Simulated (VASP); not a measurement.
# Na (Fm-3m) in VASP: notebook, part 2 of 2

VASP 6.6.1. The steps go on from the part before.

**4. Single point, PBEsol**

This run uses another cell than the first one, of 7.07 Å³/atom.

Contents of INCAR:

```
PREC = Accurate
ENCUT = 500
EDIFF = 1E-6
ISMEAR = 0
SIGMA = 0.1
LREAL = False
LASPH = True
NELM = 120
ALGO = Normal
ISIF = 2
LWAVE = False
LCHARG = False
GGA = PS
NBANDS = 10
GGA_COMPAT = False
```

Contents of KPOINTS:

```
regular mesh
0
Gamma
  22 22 22
```

Contents of POSCAR:

```
Na
1.0
    0.0000000000      1.5234426042      1.5234426042
    1.5234426042      0.0000000000      1.5234426042
    1.5234426042      1.5234426042      0.0000000000
Na
1
Direct
    0.0000000000      0.0000000000      0.0000000000
```

Potentials or basis: VASP PAW PBE potentials, release 64 (Na_pv).

The run is started by

```console
> cat potpaw_PBE.64/Na_pv/POTCAR > POTCAR
> mpirun -np 1 vasp_std > vasp.out
```

OUTCAR:

```text
PREC = Accurate
   ENCUT = 500
   EDIFF = 1E-6
   ISMEAR = 0
   LREAL = False
   LASPH = True
   NELM = 120
   ISIF = 2
   GGA = PS

 ion  position               nearest neighbor table
   1  0.000  0.000  0.000-

  LATTYP: Found a face centered cubic cell.
 ALAT       =     3.0468852084

  Lattice vectors:

 A1 = (   0.0000000000,   1.5234426042,   1.5234426042)
 A2 = (   1.5234426042,   0.0000000000,   1.5234426042)
 A3 = (   1.5234426042,   1.5234426042,   0.0000000000)

Analysis of symmetry for initial positions (statically):
=====================================================================
 Subroutine PRICEL returns:
 Original cell was already a primitive cell.

 Routine SETGRP: Setting up the symmetry group for a
 face centered cubic supercell.

 Subroutine GETGRP returns: Found 48 space group operations
 (whereof 48 operations were pure point group operations)
 out of a pool of 48 trial point group operations.

The static configuration has the point symmetry O_h .

Analysis of symmetry for dynamics (positions and initial velocities):
=====================================================================
 Subroutine PRICEL returns:
 Original cell was already a primitive cell.

 Routine SETGRP: Setting up the symmetry group for a
 face centered cubic supercell.

 Subroutine GETGRP returns: Found 48 space group operations
 (whereof 48 operations were pure point group operations)
 out of a pool of 48 trial point group operations.

The dynamic configuration has the point symmetry O_h .

 Subroutine INISYM returns: Found 48 space group operations
 (whereof 48 operations are pure point group operations),
 and found     1 'primitive' translations

----------------------------------------------------------------------------------------

                                     Primitive cell

[... 104 lines left out ...]
   EFERMI_NEDOS =   21; number of points for ismear=-14 and -15
   IALGO  =     38    algorithm
   IMIX   =      4    mixing-type and parameters
     AMIX     =   0.40;   BMIX     =  1.00
     AMIX_MAG =   1.60;   BMIX_MAG =  1.00
  volume/ion in A,a.u.               =       7.07        47.72
  Fermi-wavevector in a.u.,A,eV,Ry     =   1.631566  3.083213 36.218829  2.662009
  Thomas-Fermi vector in A             =   2.723681
   LORBIT       =      0    0 simple, 1 ext, 2 COOP (PROOUT), +10 PAW based schemes
   GGA     = PS    functional components
   LHFCALC =     F    Hartree Fock is set to
   AEXX    =    0.0000 exact exchange contribution
   IVDW    =     0    specifies the selected vdW correction
   LEPSILON=     F    determine dielectric tensor
   LRPA    =     F    only Hartree local field effects (RPA)
 non-spin polarized calculation
 Gauss-broadening in eV      SIGMA  =   0.10
  energy-cutoff  :      500.00
  volume of cell :        7.07
 maximum number of plane-waves:       190
   NGX =  7   NGY =  7   NGZ =  7

 number of electron       6.9999994 magnetization

 Free energy of the ion-electron system (eV)
  ---------------------------------------------------
  ext. energy  EPLUGINS =         0.00000000
  ---------------------------------------------------
  free energy    TOTEN  =         5.41785309 eV

  energy without entropy =        5.41914388  energy(sigma->0) =        5.41849848

 E-fermi :  14.3770     XC(G=0): -13.3077

 val. band max:       14.3765747307   @ k =  -0.3182   0.2273   0.0000
 cond. band min:      14.4069099705   @ k =  -0.2273   0.3182   0.0909
 fundamental gap:      0.0303352398
 Fermi energy:        14.3769753613

 k-point     1 :       0.0000    0.0000    0.0000
  band No.  band energies     occupation
      1     -14.0125      2.00000
      2     -14.0125      2.00000
      3     -14.0125      2.00000
      4       5.6165      2.00000
      5      37.6855      0.00000
      6      37.6855      0.00000
      7      37.6855      0.00000
      8      41.4806      0.00000
      9      43.0796      0.00000
     10      49.1173      0.00000
[... 287 lines left out ...]
 k-point    24 :      -0.4545    0.0455    0.0000
  band No.  band energies     occupation
      1     -17.4750      2.00000
      2     -14.3982      2.00000
      3     -14.3428      2.00000
      4      15.1862      0.00000
      5      17.2296      0.00000
      6      33.5860      0.00000
      7      34.9323      0.00000
      8      40.5333      0.00000
      9      43.0708      0.00000
     10      48.8299      0.00000

 [... further k-points ...]
[... 5 lines left out ...]
  --------------------------------------------------------------------------------------
  -------------------------------------------------------------------------------------
  Total       13.3735792     13.3735792     13.3735792      0.0000000      0.0000000     -0.0000000
  in kB     3030.0510819   3030.0510819   3030.0510819      0.0000000      0.0000000     -0.0000000
  external PRESSURE =    3030.0510819 kB  Pullay stress =       0.0000000 kB

 VOLUME and BASIS-vectors are now :
 -----------------------------------------------------------------------------
  energy-cutoff  :      500.00
  volume of cell :        7.07
      direct lattice vectors                 reciprocal lattice vectors
     0.000000000  1.523442604  1.523442604    -0.328204029  0.328204029  0.328204029
     1.523442604  0.000000000  1.523442604     0.328204029 -0.328204029  0.328204029
     1.523442604  1.523442604  0.000000000     0.328204029  0.328204029 -0.328204029

 POSITION                                       TOTAL-FORCE (eV/Angst)
 -----------------------------------------------------------------------------------
      0.00000      0.00000      0.00000        -0.000000      0.000000      0.000000
 -----------------------------------------------------------------------------------
    total drift:                                0.000000      0.000000      0.000000

  FREE ENERGIE OF THE ION-ELECTRON SYSTEM (eV)
  ---------------------------------------------------
  free  energy   TOTEN  =         5.4178530866 eV

  energy  without entropy=        5.4191438767  energy(sigma->0) =        5.41849848
```

stdout:

```text
POSCAR found type information on POSCAR Na
 POSCAR found :  1 types and       1 ions
 scaLAPACK will be used
 -----------------------------------------------------------------------------
|                                                                             |
|                                                                             |
|     You enforced a specific xc type in the INCAR file but a different       |
|     I HOPE YOU KNOW WHAT YOU ARE DOING!                                     |
|                                                                             |
 -----------------------------------------------------------------------------

 LDA part: xc-table for (Slater+PW92), standard interpolation
 POSCAR, INCAR and KPOINTS ok, starting setup
 FFT: planning ... GRIDC
 FFT: planning ... GRID_SOFT
 FFT: planning ... GRID
 WAVECAR not read
 entering main loop
```

Run time: 27 s. Hardware: 1 thread of Intel Xeon 8259CL, shared host; peak memory 0.13 GiB.

What came out:

* Free energy: 5.4179 eV
* Pressure: 303.0 GPa
* Band gap on the k mesh: zero (an odd number of electrons rules out a gap without spin polarisation)

Caveat: the cell stands under pressure; the PAW data sets were made with another functional, which shifts forces and pressure a little.

**5. The runs side by side**

```csv
cell,k mesh,gap on the mesh (eV),pressure (GPa)
"a = 2.267 Å, angles 60.0°, 1 atom",14 × 14 × 14,none,201.8
"a = 2.076 Å, angles 60.0°, 1 atom",22 × 22 × 22,none,404.5
"a = 2.154 Å, angles 60.0°, 1 atom",22 × 22 × 22,none,303.0
```

Alike in all rows: task single point; level PBEsol; potentials or basis VASP PAW PBE potentials, release 64 (Na_pv); no spin polarisation; cutoff (eV) 500; smearing gaussian 0.1 eV.

Caveats: the cell stands under pressure; the PAW data sets were made with another functional, which shifts forces and pressure a little; atoms lie so close that the PAW spheres overlap strongly, which falsifies energies and pressures (at least some runs).

Absolute energies hang on the potentials; compare differences alone.

The gap in the log of VASP goes by the Fermi energy; the results here count the filled bands.